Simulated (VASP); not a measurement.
A run of VASP 6.6.1 is set up as follows.

Contents of INCAR:

```
PREC = Accurate
ENCUT = 520
EDIFF = 1E-6
ISMEAR = -1
SIGMA = 0.05
LREAL = False
LASPH = True
NELM = 100
ALGO = Normal
ISIF = 2
LWAVE = False
LCHARG = True
LELF = True
LVHAR = True
NBANDS = 9
```

The input KPOINTS:

```
regular mesh
0
Gamma
  12 12 7
```

Contents of POSCAR:

```
Mg
1.0
    3.2413642478      0.0000000000      0.0000000000
   -1.6206821239      2.8071037816      0.0000000000
    0.0000000000      0.0000000000      5.2103300000
Mg
2
Direct
    0.3333333333      0.6666666667      0.2500000000
    0.6666666667      0.3333333333      0.7500000000
```

Potentials or basis: VASP PAW LDA potentials, release 64 (Mg).

Command:

```sh
$ cat potpaw_LDA.64/Mg/POTCAR > POTCAR
$ mpirun -np 1 vasp_std > vasp.out
```

Q: What does it give for the band gap on the k mesh?

A: Zero (band 2 reaches 3.28 eV, above the bottom of band 3 at 1.12 eV).

Q: Estimate the pressure.

A: -3.4 GPa.

Stress tensor (GPa, compression positive):
```
-3.25  0.00  0.00
 0.00 -3.25  0.00
 0.00  0.00 -3.64
```

Caveat: the cell differs from its parent crystal (equal xx and yy strain of +1 %).
